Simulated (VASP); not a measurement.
# Al4Ru3 (I4/mmm) in VASP: single point with PBE

Aim: the single point of Al4Ru3 with PBE.

All numbers are computed with VASP 6.6.1; they aren't measurements. Logs are shortened: lines on timing, memory, paths and dates and some standing lists are left out, and cuts for length are marked.

## Step 1: The cell of the first run

The structure is tetragonal, space group I4/mmm (No. 139). Conventional cell: a = 3.074 Å, b = 3.074 Å, c = 20.365 Å, α = 90.00°, β = 90.00°, γ = 90.00°. Al (site symmetry 4mm) has 5 Ru at 2.52 to 2.89 Å and 9 Al at 2.71 to 3.07 Å within 3.3 Å. Within 3.5 Å of Al (site symmetry 4mm) lie 8 Ru at 2.62 to 2.67 Å and 6 Al at 2.83 to 3.07 Å. Within 3.3 Å of Ru (site symmetry 4mm) lie 9 Al at 2.52 to 2.89 Å and 5 Ru at 3.01 to 3.07 Å. Ru (site symmetry 4/mmm) has 8 Al at 2.62 Å and 6 Ru at 3.01 to 3.07 Å within 3.5 Å.

## Step 2: Single point, PBE

File INCAR:

```
SYSTEM = Al4Ru3
ALGO = Fast
EDIFF = 1E-6
ENCUT = 520
GGA = PE
ISIF = 2
ISMEAR = 0
LASPH = .TRUE.
LCHARG = .FALSE.
LREAL = .FALSE.
LWAVE = .FALSE.
NBANDS = 36
NELM = 100
PREC = Accurate
SIGMA = 0.2
```

File KPOINTS:

```
k-points
0
G
  8 8 8
  0 0 0
```

File POSCAR:

```
Al4Ru3
1.0
    0.0000000000     -3.0743040722      0.0000000000
    3.0743040722      0.0000000000      0.0000000000
   -1.5371520361      1.5371520361     10.1823197615
Al Ru
4 3
Direct
    0.2897001633      0.2897001633      0.5794003267
    0.7102998367      0.7102998367      0.4205996733
    0.4285253035      0.4285253035      0.8570506069
    0.5714746965      0.5714746965      0.1429493931
    0.8522342984      0.8522342984      0.7044685968
    0.1477657016      0.1477657016      0.2955314032
    0.0000000000      0.0000000000      0.0000000000
```

Potentials or basis: VASP PAW PBE potentials, release 64 (Al, Ru_pv).

Run with:

```bash
cat potpaw_PBE.64/Al/POTCAR potpaw_PBE.64/Ru_pv/POTCAR > POTCAR
mpirun -np 1 vasp_std > vasp.out
```

OUTCAR:

```text
SYSTEM = Al4Ru3
   EDIFF = 1E-6
   ENCUT = 520
   GGA = PE
   ISIF = 2
   ISMEAR = 0
   LASPH = .TRUE.
   LREAL = .FALSE.
   NELM = 100
   PREC = Accurate

 ion  position               nearest neighbor table
   1  0.290  0.290  0.579-   5 2.52   5 2.52   5 2.52   5 2.52   2 2.71   2 2.71   2 2.71   2 2.71
                             3 2.83   6 2.89
   2  0.710  0.710  0.421-   6 2.52   6 2.52   6 2.52   6 2.52   1 2.71   1 2.71   1 2.71   1 2.71
                             4 2.83   5 2.89
   3  0.429  0.429  0.857-   7 2.62   7 2.62   7 2.62   7 2.62   5 2.67   5 2.67   5 2.67   5 2.67
                             1 2.83   4 2.91
   4  0.571  0.571  0.143-   7 2.62   7 2.62   7 2.62   7 2.62   6 2.67   6 2.67   6 2.67   6 2.67
                             2 2.83   3 2.91
   5  0.852  0.852  0.704-   1 2.52   1 2.52   1 2.52   1 2.52   3 2.67   3 2.67   3 2.67   3 2.67
                             2 2.89   7 3.01
   6  0.148  0.148  0.296-   2 2.52   2 2.52   2 2.52   2 2.52   4 2.67   4 2.67   4 2.67   4 2.67
                             1 2.89   7 3.01
   7  0.000  0.000  0.000-   4 2.62   3 2.62   4 2.62   3 2.62   3 2.62   4 2.62   4 2.62   3 2.62
                             6 3.01   5 3.01

  LATTYP: Found a body centered tetragonal cell.
 ALAT       =     3.0743040722
 C/A-ratio  =     6.6241461628

  Lattice vectors:

 A1 = (  -1.5371520361,  -1.5371520361, -10.1823197615)
 A2 = (   1.5371520361,   1.5371520361, -10.1823197615)
 A3 = (   1.5371520361,  -1.5371520361,  10.1823197615)

Analysis of symmetry for initial positions (statically):
=====================================================================
 Subroutine PRICEL returns:
 Original cell was already a primitive cell.

 Routine SETGRP: Setting up the symmetry group for a
 body centered tetragonal supercell.

 Subroutine GETGRP returns: Found 16 space group operations
 (whereof 16 operations were pure point group operations)
 out of a pool of 16 trial point group operations.

The static configuration has the point symmetry D_4h.

Analysis of symmetry for dynamics (positions and initial velocities):
=====================================================================
 Subroutine PRICEL returns:
 Original cell was already a primitive cell.

 Routine SETGRP: Setting up the symmetry group for a
 body centered tetragonal supercell.

 Subroutine GETGRP returns: Found 16 space group operations
 (whereof 16 operations were pure point group operations)
 out of a pool of 16 trial point group operations.

The dynamic configuration has the point symmetry D_4h.

 Subroutine INISYM returns: Found 16 space group operations
 (whereof 16 operations are pure point group operations),
 and found     1 'primitive' translations

----------------------------------------------------------------------------------------

                                     Primitive cell

  volume of cell :      96.2366

  direct lattice vectors                    reciprocal lattice vectors
     0.000000000 -3.074304072  0.000000000     0.000000000 -0.325276868  0.049104724
     3.074304072  0.000000000  0.000000000     0.325276868  0.000000000  0.049104724
    -1.537152036  1.537152036 10.182319762     0.000000000  0.000000000  0.098209448

  length of vectors
     3.074304072  3.074304072 10.411786998     0.328962482  0.328962482  0.098209448

  position of ions in fractional coordinates (direct lattice)
     0.289700163  0.289700163  0.579400327
     0.710299837  0.710299837  0.420599673
     0.428525304  0.428525304  0.857050607
     0.571474696  0.571474696  0.142949393
     0.852234298  0.852234298  0.704468597
     0.147765702  0.147765702  0.295531403
     0.000000000  0.000000000  0.000000000

  ion indices of the primitive-cell ions
   primitive index   ion index
                 1           1
                 2           2
                 3           3
                 4           4
                 5           5
                 6           6
                 7           7

----------------------------------------------------------------------------------------

 KPOINTS: k-points

Automatic generation of k-mesh.
 Grid dimensions read from file:
 generate k-points for:    8    8    8

 Generating k-lattice:

  Cartesian coordinates                     Fractional coordinates (reciprocal lattice)
     0.000000000 -0.040659609  0.006138090     0.125000000  0.000000000  0.000000000
     0.040659609  0.000000000  0.006138090     0.000000000  0.125000000  0.000000000
     0.000000000  0.000000000  0.012276181     0.000000000  0.000000000  0.125000000

  Length of vectors
     0.041120310  0.041120310  0.012276181

  Shift w.r.t. Gamma in fractional coordinates (k-lattice)
     0.000000000  0.000000000  0.000000000

 Subroutine IBZKPT returns following result:
 ===========================================

 Found     59 irreducible k-points:

 Following reciprocal coordinates:
            Coordinates               Weight
  0.000000  0.000000  0.000000      1.000000
  0.125000  0.000000  0.000000      8.000000
  0.250000  0.000000  0.000000      8.000000
  0.375000  0.000000  0.000000      8.000000
  0.500000  0.000000  0.000000      4.000000
  0.125000  0.125000  0.000000      8.000000
[... 16 lines left out ...]
  0.125000  0.000000  0.125000      8.000000
  0.250000  0.000000  0.125000      8.000000
 [... further k-points ...]
   k-points           NKPTS =     59   k-points in BZ     NKDIM =     59   number of bands    NBANDS=     36
   number of dos      NEDOS =    301   number of ions     NIONS =      7
   total plane-waves  NPLWV =  46080
   dimension x,y,z NGX =    24 NGY =   24 NGZ =   80
   dimension x,y,z NGXF=    48 NGYF=   48 NGZF=  160
   ions per type =               4   3
   NGX,Y,Z   is equivalent  to a cutoff of  12.98, 12.98, 12.77 a.u.
   NGXF,Y,Z  is equivalent  to a cutoff of  25.96, 25.96, 25.55 a.u.
 SYSTEM =  Al4Ru3
   PREC   = accura    normal or accurate (medium, high low for compatibility)
   ISTART =      0    job   : 0-new  1-cont  2-samecut
   ICHARG =      2    charge: 1-file 2-atom 10-const
   ISPIN  =      1    spin polarized calculation?
   LNONCOLLINEAR =      F non collinear calculations
   LSORBIT =      F    spin-orbit coupling
   LASPH  =      T    aspherical Exc in radial PAW
   ENCUT  =  520.0 eV  38.22 Ry    6.18 a.u.   5.72  5.72 19.36*2*pi/ulx,y,z
   NELM   =    100;   NELMIN=  2; NELMDL= -5     # of ELM steps
   EDIFF  = 0.1E-05   stopping-criterion for ELM
   LREAL  =      F    real-space projection
   EDIFFG = 0.1E-04   stopping-criterion for IOM
   NSW    =      0    number of steps for IOM
   IBRION =     -1    ionic relax: 0-MD 1-quasi-New 2-CG
   NFREE  =      0    steps in history (QN), initial steepest desc. (CG)
   ISIF   =      2    stress and relaxation
   ISYM   =      2    0-nonsym 1-usesym 2-fastsym
   POTIM  = 0.5000    time-step for ionic-motion
   TEBEG  =    0.0;   TEEND  =   0.0 temperature during run
   PSTRESS=    0.0 pullay stress
   NELECT =      54.0000    total number of electrons
   NUPDOWN=      -1.0000    fix difference up-down
   EMIN   =  10.00;   EMAX   =-10.00  energy-range for DOS
   EFERMI =   0.00;   METHOD = LEGACY
   ISMEAR =     0;   SIGMA  =   0.20  broadening in eV -4-tet -1-fermi 0-gaus
   EFERMI_NEDOS =   21; number of points for ismear=-14 and -15
   IALGO  =     68    algorithm
   IMIX   =      4    mixing-type and parameters
     AMIX     =   0.40;   BMIX     =  1.00
     AMIX_MAG =   1.60;   BMIX_MAG =  1.00
  volume/ion in A,a.u.               =      13.75        92.78
  Fermi-wavevector in a.u.,A,eV,Ry     =   1.350287  2.551672 24.807148  1.823274
  Thomas-Fermi vector in A             =   2.477804
   LORBIT       =      0    0 simple, 1 ext, 2 COOP (PROOUT), +10 PAW based schemes
   GGA     = PE    functional components
   LHFCALC =     F    Hartree Fock is set to
   AEXX    =    0.0000 exact exchange contribution
   IVDW    =     0    specifies the selected vdW correction
   LEPSILON=     F    determine dielectric tensor
   LRPA    =     F    only Hartree local field effects (RPA)
 non-spin polarized calculation
 RMM-DIIS sequential band-by-band and
 Gauss-broadening in eV      SIGMA  =   0.20
  energy-cutoff  :      520.00
  volume of cell :       96.24
 maximum number of plane-waves:      2626
   NGX = 11   NGY = 11   NGZ = 39

 number of electron      54.0000008 magnetization

 Free energy of the ion-electron system (eV)
  ---------------------------------------------------
  ext. energy  EPLUGINS =         0.00000000
  ---------------------------------------------------
  free energy    TOTEN  =       -47.33184237 eV

  energy without entropy =      -47.24808653  energy(sigma->0) =      -47.28996445

 E-fermi :  10.1932     XC(G=0): -12.1985

 val. band max:       10.1896199988   @ k =   0.0000   0.0000   0.2500
 cond. band min:      10.1938808773   @ k =  -0.3750  -0.3750   0.1250
 fundamental gap:      0.0042608784
 Fermi energy:        10.1931723245

 k-point     1 :       0.0000    0.0000    0.0000
  band No.  band energies     occupation
      1     -31.6645      2.00000
      2     -31.6365      2.00000
      3     -31.5942      2.00000
      4     -31.5942      2.00000
      5     -31.5939      2.00000
      6     -31.5939      2.00000
[... 28 lines left out ...]
     35      16.1148      0.00000
     36      16.2280      0.00000

 k-point     2 :       0.1250    0.0000    0.0000
  band No.  band energies     occupation
      1     -31.6619      2.00000
      2     -31.6340      2.00000
      3     -31.6172      2.00000
      4     -31.6169      2.00000
      5     -31.5922      2.00000
      6     -31.5919      2.00000
[... 28 lines left out ...]
     35      16.6209      0.00000
     36      16.7110      0.00000
[... 817 lines left out ...]
     35      16.6499      0.00000
     36      16.9476      0.00000

 k-point    24 :       0.2500    0.0000    0.1250
  band No.  band energies     occupation
      1     -31.6725      2.00000
      2     -31.6721      2.00000
      3     -31.6561      2.00000
      4     -31.6275      2.00000
      5     -31.5874      2.00000
      6     -31.5870      2.00000
[... 28 lines left out ...]
     35      16.6209      0.00000
     36      17.5127      0.00000

 [... further k-points ...]

------------------------ aborting loop because EDIFF is reached ----------------------------------------

  FORCE on cell =-STRESS in cart. coord.  units (eV):
  Direction    XX          YY          ZZ          XY          YZ          ZX
  --------------------------------------------------------------------------------------
  -------------------------------------------------------------------------------------
  Total        0.0370920      0.0370920      0.1237092      0.0000000      0.0000000      0.0000000
  in kB        0.6175195      0.6175195      2.0595500      0.0000000      0.0000000      0.0000000
  external PRESSURE =       1.0981964 kB  Pullay stress =       0.0000000 kB

 VOLUME and BASIS-vectors are now :
 -----------------------------------------------------------------------------
  energy-cutoff  :      520.00
  volume of cell :       96.24
      direct lattice vectors                 reciprocal lattice vectors
     0.000000000 -3.074304072  0.000000000     0.000000000 -0.325276868  0.049104724
     3.074304072  0.000000000  0.000000000     0.325276868  0.000000000  0.049104724
    -1.537152036  1.537152036 10.182319762     0.000000000  0.000000000  0.098209448

 POSITION                                       TOTAL-FORCE (eV/Angst)
 -----------------------------------------------------------------------------------
     -0.00000      0.00000      5.89964        -0.000000      0.000000     -0.021959
      1.53715     -1.53715      4.28268         0.000000     -0.000000      0.021959
      0.00000     -0.00000      8.72676         0.000000     -0.000000     -0.073935
      1.53715     -1.53715      1.45556        -0.000000      0.000000      0.073935
      1.53715     -1.53715      7.17312        -0.000000      0.000000      0.057614
      0.00000      0.00000      3.00920         0.000000     -0.000000     -0.057614
      0.00000      0.00000      0.00000         0.000000     -0.000000      0.000000
 -----------------------------------------------------------------------------------
    total drift:                               -0.000000      0.000000      0.000000

  FREE ENERGIE OF THE ION-ELECTRON SYSTEM (eV)
  ---------------------------------------------------
  free  energy   TOTEN  =       -47.3318423737 eV

  energy  without entropy=      -47.2480865297  energy(sigma->0) =      -47.28996445
```

Wall time 5.2 min (1 thread of Intel Xeon Platinum 8375C at 2.90GHz (Ice Lake), shared host); peak memory 0.31 GiB.

What came out:

- Free energy: -47.3318 eV
- Pressure: 0.1 GPa
- Largest force: 0.074 eV/Å
- Band gap on the k mesh: zero (bands 27 and 28 overlap by 1.63 eV)

Forces on the atoms (eV/Å):
```
Al   0.000  0.000 -0.022
Al   0.000  0.000  0.022
Al   0.000  0.000 -0.074
Al   0.000  0.000  0.074
Ru   0.000  0.000  0.058
Ru   0.000  0.000 -0.058
Ru   0.000  0.000  0.000
```

Stress tensor (GPa, compression positive):
```
0.06 0.00 0.00
0.00 0.06 0.00
0.00 0.00 0.21
```

Levels at points of the mesh, in eV from the Fermi level:
| k point | band 23 | band 24 | band 25 | band 26 | band 27 | band 28 | band 29 | band 30 | band 31 | band 32 |
| --- | --- | --- | --- | --- | --- | --- | --- | --- | --- | --- |
| (0.00, 0.00, 0.00) | -0.85 | -0.31 | -0.31 | -0.05 | 0.00 | 0.21 | 2.39 | 4.53 | 5.18 | 5.18 |
| (0.50, 0.00, 0.00) | -1.52 | -1.50 | -1.33 | -1.02 | -0.60 | 0.07 | 1.45 | 1.67 | 1.91 | 4.33 |
| (0.50, 0.50, 0.00) | -0.68 | 0.20 | 1.10 | 1.25 | 1.26 | 1.27 | 1.39 | 2.02 | 2.03 | 2.88 |
| (0.00, 0.00, 0.50) | -1.09 | -0.14 | -0.14 | -0.03 | -0.01 | 0.21 | 2.67 | 3.17 | 4.74 | 4.74 |
